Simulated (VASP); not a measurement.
Wanted: the native input for a VASP 6.6.1 run.

| Item | Value |
| --- | --- |
| Task | single point |
| Functional | revPBE |
| Potentials or basis | VASP PAW PBE potentials, release 64 (Nb_sv) |
| Cutoff | 520 eV |
| k mesh | 13 × 13 × 13 |
| Occupations | fermi-dirac, width 0.1 eV |
| Spin | no spin polarisation |
| Dipole correction | no |
| Further INCAR settings | ALGO = Normal; EDIFF = 1e-07; NBANDS = 12 |

The structure of Nb lies in POSCAR:

```
Nb
1.0
    2.6957975478      0.0000000000      0.0000000000
    0.0000000000      2.6957975478      0.0000000000
    0.0000000000      0.0000000000      2.6957975478
Nb
1
Direct
    0.0000000000      0.0000000000      0.0000000000
```

This cell differs from its parent crystal: volume scaled by 0.96.

These files were run (other wordings do the same):

INCAR

```
PREC     = Accurate       # precision mode
ENCUT    = 520            # plane-wave cutoff, eV
EDIFF    = 1E-7           # SCF threshold, eV
ISMEAR   = -1             # smearing method
SIGMA    = 0.1            # smearing width, eV
LREAL    = False          # projectors in reciprocal space
LASPH    = True           # aspherical terms in the spheres
NELM     = 60             # most SCF steps
ALGO     = Normal         # electronic algorithm
ISIF     = 2              # what is computed and relaxed
LWAVE    = False          # write WAVECAR
LCHARG   = False          # write CHGCAR
GGA      = RE             # functional
NBANDS   = 12             # bands
```

KPOINTS

```
Automatic mesh
0
Gamma
  13 13 13
```

Potentials or basis: VASP PAW PBE potentials, release 64 (Nb_sv).

The run is started by

```sh
$ cat potpaw_PBE.64/Nb_sv/POTCAR > POTCAR
$ mpirun -np 1 vasp_std > vasp.out
```

It gave:

| Item | Value |
| --- | --- |
| Pressure | 4.9 GPa |

Caveat: the PAW data sets were made with another functional, which shifts forces and pressure a little.

It took 11 s on 1 thread of Intel(R) Xeon(R) 6975P-C (Granite Rapids), on a shared host, peak memory 0.13 GiB.
